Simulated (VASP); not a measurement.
# CdS (P6_3mc) in VASP: G0W0 quasiparticle levels with PBE

Aim: the G0W0 quasiparticle levels of CdS with PBE.

Everything below comes from runs of VASP 6.6.1. Logs are shortened: lines on timing, memory, paths and dates and some standing lists are left out, and cuts for length are marked.

### Step 1. The cell of the first run

Symmetry: P6_3mc, No. 186, hexagonal system. Conventional cell: a = 4.196 Å, b = 4.196 Å, c = 6.829 Å, α = 90.00°, β = 90.00°, γ = 120.00°. Within 3.4 Å of Cd (site symmetry 3m) lie 4 S at 2.57 Å. Within 3.4 Å of S (site symmetry 3m) lie 4 Cd at 2.57 Å.

### Step 2. G0W0 quasiparticle levels, PBE

POSCAR

```
CdS
1.0
    4.1964359618      0.0000000000      0.0000000000
   -2.0982179809      3.6342201483      0.0000000000
    0.0000000000      0.0000000000      6.8291483493
Cd S
2 2
Direct
    0.6666666667      0.3333333333      0.5002281161
    0.3333333333      0.6666666667      0.0002281161
    0.6666666667      0.3333333333      0.8767718839
    0.3333333333      0.6666666667      0.3767718839
```

INCAR.step1

```
PREC = Accurate
ENCUT = 500
EDIFF = 1E-8
ISMEAR = 0
SIGMA = 0.01
LREAL = F
LASPH = T
NELM = 80
ALGO = Normal
LWAVE = T
LCHARG = F
GGA = PE
```

INCAR.step2

```
PREC = Accurate
ENCUT = 500
EDIFF = 1E-8
ISMEAR = 0
SIGMA = 0.01
LREAL = F
LASPH = T
NELM = 1
ALGO = Exact
LWAVE = T
LCHARG = F
GGA = PE
NBANDS = 452
LOPTICS = T
ISTART = 1
```

INCAR.step3

```
PREC = Accurate
ENCUT = 500
EDIFF = 1E-8
ISMEAR = 0
SIGMA = 0.01
LREAL = F
LASPH = T
ALGO = EVGW0
LWAVE = F
LCHARG = F
GGA = PE
NELMGW = 1
NBANDS = 452
ENCUTGW = 150.0
NOMEGA = 48
PRECFOCK = Fast
ISTART = 1
NBANDSGW = 26
```

KPOINTS

```
regular mesh
0
Gamma
  6 6 2
```

Potentials or basis: VASP PAW PBE potentials, release 64 (Cd_GW, S_GW).

Run with:

```bash
$ cat potpaw_PBE.64/Cd_GW/POTCAR potpaw_PBE.64/S_GW/POTCAR > POTCAR
$ cp INCAR.step1 INCAR
$ mpirun -np 1 vasp_std > vasp.out
$ cp INCAR.step2 INCAR
$ mpirun -np 1 vasp_std > vasp.out
$ cp INCAR.step3 INCAR
$ mpirun -np 1 vasp_std > vasp.out
```

OUTCAR:

```text
PREC = Accurate
   ENCUT = 500
   EDIFF = 1E-8
   ISMEAR = 0
   LREAL = F
   LASPH = T
   GGA = PE
   NELMGW = 1
   ENCUTGW = 150.0
   PRECFOCK = Fast
   ISTART = 1

 ion  position               nearest neighbor table
   1  0.667  0.333  0.500-   4 2.57   4 2.57   4 2.57   3 2.57
   2  0.333  0.667  0.000-   3 2.57   3 2.57   3 2.57   4 2.57
   3  0.667  0.333  0.877-   2 2.57   2 2.57   2 2.57   1 2.57
   4  0.333  0.667  0.377-   1 2.57   1 2.57   1 2.57   2 2.57

  LATTYP: Found a hexagonal cell.
 ALAT       =     4.1964359618
 C/A-ratio  =     1.6273686556

  Lattice vectors:

 A1 = (   4.1964359618,   0.0000000000,   0.0000000000)
 A2 = (  -2.0982179809,   3.6342201483,   0.0000000000)
 A3 = (   0.0000000000,   0.0000000000,   6.8291483493)

Analysis of symmetry for initial positions (statically):
=====================================================================
 Subroutine PRICEL returns:
 Original cell was already a primitive cell.

 Routine SETGRP: Setting up the symmetry group for a
 hexagonal supercell.

 Subroutine GETGRP returns: Found 12 space group operations
 (whereof  6 operations were pure point group operations)
 out of a pool of 24 trial point group operations.

The static configuration has the point symmetry C_3v.
 The point group associated with its full space group is C_6v.

Analysis of symmetry for dynamics (positions and initial velocities):
=====================================================================
 Subroutine PRICEL returns:
 Original cell was already a primitive cell.

 Routine SETGRP: Setting up the symmetry group for a
 hexagonal supercell.

 Subroutine GETGRP returns: Found 12 space group operations
 (whereof  6 operations were pure point group operations)
 out of a pool of 24 trial point group operations.

The dynamic configuration has the point symmetry C_3v.
 The point group associated with its full space group is C_6v.

 Subroutine INISYM returns: Found 12 space group operations
 (whereof  6 operations are pure point group operations),
 and found     1 'primitive' translations

----------------------------------------------------------------------------------------

                                     Primitive cell

  volume of cell :     104.1498

  direct lattice vectors                    reciprocal lattice vectors
     4.196435962  0.000000000  0.000000000     0.238297453  0.137581098  0.000000000
    -2.098217981  3.634220148  0.000000000     0.000000000  0.275162197  0.000000000
     0.000000000  0.000000000  6.829148349     0.000000000  0.000000000  0.146431143

  length of vectors
     4.196435962  4.196435962  6.829148349     0.275162197  0.275162197  0.146431143

  position of ions in fractional coordinates (direct lattice)
     0.666666667  0.333333333  0.500228116
     0.333333333  0.666666667  0.000228116
     0.666666667  0.333333333  0.876771884
     0.333333333  0.666666667  0.376771884

  ion indices of the primitive-cell ions
   primitive index   ion index
                 1           1
                 2           2
                 3           3
                 4           4

----------------------------------------------------------------------------------------

 KPOINTS: regular mesh

Automatic generation of k-mesh.
 Grid dimensions read from file:
 generate k-points for:    6    6    2

 Generating k-lattice:

  Cartesian coordinates                     Fractional coordinates (reciprocal lattice)
     0.039716242  0.022930183  0.000000000     0.166666667 -0.000000000  0.000000000
     0.000000000  0.045860366  0.000000000     0.000000000  0.166666667  0.000000000
     0.000000000  0.000000000  0.073215572     0.000000000  0.000000000  0.500000000

  Length of vectors
     0.045860366  0.045860366  0.073215572

  Shift w.r.t. Gamma in fractional coordinates (k-lattice)
     0.000000000  0.000000000  0.000000000

 Subroutine IBZKPT returns following result:
 ===========================================

 Found     14 irreducible k-points:

 Following reciprocal coordinates:
            Coordinates               Weight
  0.000000  0.000000  0.000000      1.000000
  0.166667  0.000000  0.000000      6.000000
  0.333333  0.000000  0.000000      6.000000
  0.500000  0.000000  0.000000      3.000000
  0.166667  0.166667  0.000000      6.000000
  0.333333  0.166667  0.000000     12.000000
  0.333333  0.333333  0.000000      2.000000
  0.000000  0.000000  0.500000      1.000000
  0.166667  0.000000  0.500000      6.000000
  0.333333  0.000000  0.500000      6.000000
  0.500000  0.000000  0.500000      3.000000
  0.166667  0.166667  0.500000      6.000000
  0.333333  0.166667  0.500000     12.000000
  0.333333  0.333333  0.500000      2.000000
   k-points           NKPTS =     14   k-points in BZ     NKDIM =     72   number of bands    NBANDS=    452
   number of dos      NEDOS =    301   number of ions     NIONS =      4
   total plane-waves  NPLWV =  51200
   dimension x,y,z NGX =    32 NGY =   32 NGZ =   50
   dimension x,y,z NGXF=    64 NGYF=   64 NGZF=  100
   ions per type =               2   2
   NGX,Y,Z   is equivalent  to a cutoff of  12.68, 12.68, 12.17 a.u.
   NGXF,Y,Z  is equivalent  to a cutoff of  25.35, 25.35, 24.34 a.u.
 SYSTEM =  unknown system
   PREC   = accura    normal or accurate (medium, high low for compatibility)
   ISTART =      1    job   : 0-new  1-cont  2-samecut
   ICHARG =      0    charge: 1-file 2-atom 10-const
   ISPIN  =      1    spin polarized calculation?
   LNONCOLLINEAR =      F non collinear calculations
   LSORBIT =      F    spin-orbit coupling
   LASPH  =      T    aspherical Exc in radial PAW
   ENCUT  =  500.0 eV  36.75 Ry    6.06 a.u.   7.65  7.65 12.45*2*pi/ulx,y,z
   NELM   =     60;   NELMIN=  2; NELMDL=  0     # of ELM steps
   EDIFF  = 0.1E-07   stopping-criterion for ELM
   LREAL  =      F    real-space projection
   EDIFFG = 0.1E-06   stopping-criterion for IOM
   NSW    =      0    number of steps for IOM
   IBRION =     -1    ionic relax: 0-MD 1-quasi-New 2-CG
   NFREE  =      0    steps in history (QN), initial steepest desc. (CG)
   ISIF   =      0    stress and relaxation
   ISYM   =      3    0-nonsym 1-usesym 2-fastsym
   POTIM  = 0.5000    time-step for ionic-motion
   TEBEG  =    0.0;   TEEND  =   0.0 temperature during run
   PSTRESS=    0.0 pullay stress
   NELECT =      36.0000    total number of electrons
   NUPDOWN=      -1.0000    fix difference up-down
   EMIN   =  10.00;   EMAX   =-10.00  energy-range for DOS
   EFERMI =   0.00;   METHOD = LEGACY
   ISMEAR =     0;   SIGMA  =   0.01  broadening in eV -4-tet -1-fermi 0-gaus
   EFERMI_NEDOS =   21; number of points for ismear=-14 and -15
   IALGO  =     38    algorithm
   IMIX   =      4    mixing-type and parameters
     AMIX     =   0.40;   BMIX     =  1.00
     AMIX_MAG =   1.60;   BMIX_MAG =  1.00
  volume/ion in A,a.u.               =      26.04       175.71
  Fermi-wavevector in a.u.,A,eV,Ry     =   1.148919  2.171143 17.959903  1.320016
  Thomas-Fermi vector in A             =   2.285592
   LORBIT       =      0    0 simple, 1 ext, 2 COOP (PROOUT), +10 PAW based schemes
   GGA     = PE    functional components
   LHFCALC =     T    Hartree Fock is set to
   PRECFOCK=fast      Normal, Fast or Accurate (Low or Medium for compatibility)
   ENCUT4O =  -1.0   cutoff for four orbital integrals eV
   NKREDX  =     1    reduce k-point grid by
   NKREDY  =     1    reduce k-point grid by
   NKREDZ  =     1    reduce k-point grid by
   AEXX    =    1.0000 exact exchange contribution
   HFSCREEN=    0.0000 screening length (either q_TF or 0.3 A-1)
   HFSCREENC=   0.0000 screening length for correlation (either q_TF or 0.3 A-1)
   ENCUTFOCK=  -1.0 apply spherical cutoff to Coloumb kernel
   IVDW    =     0    specifies the selected vdW correction
   LEPSILON=     F    determine dielectric tensor
   LRPA    =     F    only Hartree local field effects (RPA)
   LRPAFORCE           =     F    calculate RPA forces
   ENCUTGW             = 150.0    cutoff for response function in eV
   ENCUTGWSOFT         = 120.0    soft cutoff for Coulomb kernel in GW response function in eV
   ENCUTLF             =  -1.0    cutoff for local field effects
   NELMGW              =     1    number of iterations in solving QP/BSE equation
   NELMHF              =     1    number of iterations in the inner HF iteration
   NKREDLFX            =     1    NKREDLFY  =   1   NKREDLFZ  =   1
 non-spin polarized calculation
 Gauss-broadening in eV      SIGMA  =   0.01
  energy-cutoff  :      500.00
  volume of cell :      104.15
 maximum number of plane-waves:      2662
 NGX is ok and might be reduce to    32
  NGX = 18; NGY = 18; NGZ = 30
   NGX = 15   NGY = 15   NGZ = 25
 maximum number of plane-waves:       458
 NGX is ok and might be reduce to    18

 QP shifts <psi_nk| G(iteration)W_0 |psi_nk>: iteration 1
 for sc-GW calculations column KS-energies equals QP-energies in previous step
 and V_xc(KS)=  KS-energies - (<T + V_ion + V_H > + <T+V_H+V_ion>^1  + <V_x>^1)

 k-point   1 :       0.0000    0.0000    0.0000
  band No.  KS-energies  QP-energies   sigma(KS)   V_xc(KS)     V^pw_x(r,r')   Z            occupation Imag(sigma)

      1      -9.9008     -10.3546     -13.7257     -12.9923     -20.8598       0.6187       2.0000       0.9969
      2      -9.5117     -10.0280     -14.3559     -13.5413     -21.3269       0.6338       2.0000       0.9372
      3      -5.3608      -7.2535     -17.9216     -15.2001     -22.9572       0.6955       2.0000       0.2591
      4      -5.3557      -7.2385     -17.9185     -15.2069     -22.9547       0.6944       2.0000       0.2597
      5      -5.3557      -7.2385     -17.9185     -15.2069     -22.9547       0.6944       2.0000       0.2597
      6      -5.2813      -7.1861     -17.9981     -15.2662     -23.0108       0.6973       2.0000       0.2546
[... 18 lines left out ...]
     25       9.7076      10.0626      -9.4158      -9.8875      -4.7778       0.7525       0.0000      -0.1168
     26       9.7167       9.8645      -9.6304      -9.8328      -4.7832       0.7299       0.0000      -0.1605

 k-point   2 :       0.1667    0.0000    0.0000
  band No.  KS-energies  QP-energies   sigma(KS)   V_xc(KS)     V^pw_x(r,r')   Z            occupation Imag(sigma)

      1      -9.8150     -10.2829     -13.8515     -13.1004     -20.9454       0.6229       2.0000       0.9847
      2      -9.4747      -9.9995     -14.4207     -13.5950     -21.3746       0.6355       2.0000       0.9298
      3      -5.3329      -7.2307     -17.9384     -15.2155     -22.9688       0.6970       2.0000       0.2587
      4      -5.3223      -7.2131     -17.9573     -15.2393     -22.9889       0.6956       2.0000       0.2592
      5      -5.2859      -7.1630     -17.8296     -15.1357     -22.8400       0.6968       2.0000       0.2620
      6      -5.2377      -7.1510     -18.0141     -15.2768     -23.0174       0.6989       2.0000       0.2544
[... 348 lines left out ...]
     25      10.5528      10.8109      -9.2071      -9.5524      -4.3843       0.7475       0.0000      -0.1632
     26      10.5528      10.8109      -9.2071      -9.5524      -4.3843       0.7475       0.0000      -0.1632

 k-point  14 :       0.3333    0.3333    0.5000
  band No.  KS-energies  QP-energies   sigma(KS)   V_xc(KS)     V^pw_x(r,r')   Z            occupation Imag(sigma)

      1      -9.4212      -9.9611     -14.5160     -13.6722     -21.4404       0.6399       2.0000       0.9197
      2      -9.4212      -9.9611     -14.5160     -13.6722     -21.4404       0.6399       2.0000       0.9197
      3      -5.1911      -7.1245     -18.0577     -15.3033     -23.0567       0.7019       2.0000       0.2519
      4      -5.1911      -7.1245     -18.0577     -15.3033     -23.0567       0.7019       2.0000       0.2519
      5      -5.1781      -7.1167     -18.0926     -15.3333     -23.0878       0.7026       2.0000       0.2518
      6      -5.1781      -7.1167     -18.0926     -15.3333     -23.0878       0.7026       2.0000       0.2518
[... 18 lines left out ...]
     25      11.4421      11.6036      -8.6264      -8.8392      -4.0057       0.7590       0.0000      -0.1665
     26      11.4421      11.6036      -8.6264      -8.8392      -4.0057       0.7590       0.0000      -0.1665
```

Wall time 63 min (1 thread of Intel Xeon Platinum 8559C (Emerald Rapids), shared host); peak memory 2.4 GiB.

What came out:

```
Quasiparticle gap                                   : 1.94 eV
Least direct quasiparticle gap                      : 1.94 eV
Band gap of the starting levels on the mesh         : 1.11 eV
Least direct gap of the starting levels on the mesh : 1.11 eV
```

Caveat: the k points lie up to 0.46 Å⁻¹ apart; bands, screening cutoff and mesh are small and nothing is extrapolated, so the quasiparticle values aren't converged.
